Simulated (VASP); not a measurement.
SnSe2, 3 atoms in the cell. The structure is trigonal, space group P-3m1 (No. 164). Conventional cell: a = 3.876 Å, b = 3.876 Å, c = 6.916 Å, α = 90.00°, β = 90.00°, γ = 120.00°. Within 3.6 Å of Sn (site symmetry -3m) lie 6 Se at 2.75 Å. Se (site symmetry 3m) has 3 Sn at 2.75 Å within 3.6 Å. 

| Quantity | Value |
| --- | --- |
| Program | VASP 6.6.1 |
| Task | single point |
| Functional | PBE |
| Potentials or basis | VASP PAW PBE potentials, release 64 (Sn_d, Se) |
| Cutoff | 520 eV |
| k mesh | 6 × 6 × 4 |
| Occupations | gaussian, width 0.01 eV |
| Spin | no spin polarisation |
| Dipole correction | no |
| Further INCAR settings | ALGO = Normal; EDIFF = 1e-06; NBANDS = 20 |

Potentials or basis: VASP PAW PBE potentials, release 64 (Sn_d, Se).

Launch:

```console
$ cat potpaw_PBE.64/Sn_d/POTCAR potpaw_PBE.64/Se/POTCAR > POTCAR
$ mpirun -np 1 vasp_std > vasp.out
```

Hardware: 1 thread of Intel(R) Xeon(R) 6975P-C (Granite Rapids) (shared host).

How long does it take, and how much memory?

It took 22 s on 1 thread of Intel(R) Xeon(R) 6975P-C (Granite Rapids) (shared host), peak memory 0.22 GiB. Counts: scf iterations 12, k points 24.
